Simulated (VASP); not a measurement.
A run of VASP 6.6.1 is set up as follows.

File INCAR:

```
  PREC = Accurate
  ENCUT = 520
  EDIFF = 1E-6
  ISMEAR = -1
  SIGMA = 0.05
  LREAL = False
  LASPH = True
  NELM = 150
  ALGO = Normal
  ISIF = 2
  LWAVE = False
  LCHARG = True
  ISPIN = 2
  MAGMOM = 3
  LORBIT = 11
  LMAXMIX = 6
  GGA = PE
  LELF = True
  LVHAR = True
  NBANDS = 21
```

The input KPOINTS:

```
Automatic mesh
0
Gamma
  9 9 9
```

The input POSCAR:

```
Er
1.0
   -1.9646633028      1.9646633028      1.9646633028
    1.9646633028     -1.9646633028      1.9646633028
    1.9646633028      1.9646633028     -1.9646633028
Er
1
Direct
    0.0000000000      0.0000000000      0.0000000000
```

Potentials or basis: VASP PAW PBE potentials, release 64 (Er).

Run with:

```bash
$ cat potpaw_PBE.64/Er/POTCAR > POTCAR
$ mpirun -np 1 vasp_std > vasp.out
```

Task: Estimate the pressure.

Result: 3.2 GPa.

Task: Predict the site moments.

Result: Er +2.39 μB.

Task: What does it give for the net moment?

Result: 2.31 μB per cell.

Caveat: the magnetic or orbital state may not be the lowest. The state reached can hang on the start; a lower one may exist.
